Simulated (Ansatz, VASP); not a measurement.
KF in VASP and in Ansatz

```xyz
2
Lattice="0.0000 2.6602 2.7002 2.6602 0.0000 2.7002 2.6602 2.6602 0.0000" Properties=species:S:1:pos:R:3 pbc="T T T"
K     0.0000    0.0000    0.0000
F     2.6602    2.6602    2.7002
```

Change from the starting cell: z stretched by +1 % at fixed volume.

Alike in both runs: task single point; functional PBE; k mesh 9 × 9 × 9; occupations fermi-dirac, width 0.01 eV; no spin polarisation.

```csv
,VASP,Ansatz
version,VASP 6.6.1,Ansatz 0.2.0
potentials or method,"VASP PAW PBE potentials, release 64 (K_sv, F), cutoff 520 eV","all-electron LAPW, scalar-relativistic"
```

|  | VASP | Ansatz | Ansatz less VASP |
| --- | --- | --- | --- |
| gap on the k mesh at the Fermi level (eV) | 6.15 | 6.16 | +0.012 |
| pressure (GPa) | 1.4 | 1.3 | -0.04 |
| traceless stress, the component that is largest in VASP (GPa) | -0.57 | -0.55 | +0.022 |

Ansatz ran all-electron here, and VASP with PAW potentials.
